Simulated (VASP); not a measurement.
The system is Cs.

```
CELL_PARAMETERS angstrom
0.00000 2.99200 2.99200
2.99200 0.00000 2.99200
2.99200 2.99200 0.00000
ATOMIC_POSITIONS crystal
Cs 0.00000 0.00000 0.00000
```

Base run:

- Program: VASP 6.6.1
- Functional: BLYP
- Potentials or basis: VASP PAW PBE potentials, release 64 (Cs_sv)
- Cutoff: 520 eV
- k mesh: 8 × 8 × 8
- Occupations: fermi-dirac, width 0.3 eV
- Spin: no spin polarisation

Its results: pressure 5.0 GPa.

**Question.** The run is repeated on the same cell with these changes: functional from BLYP to PBEsol; further incar settings from ALGO = Normal; EDIFF = 1e-06; NBANDS = 10 to ALGO = Normal; EDIFF = 1e-07; NBANDS = 10. What comes out?

**Answer.** Pressure 3.3 GPa.

Caveats: the PAW data sets were made with another functional, which shifts forces and pressure a little.
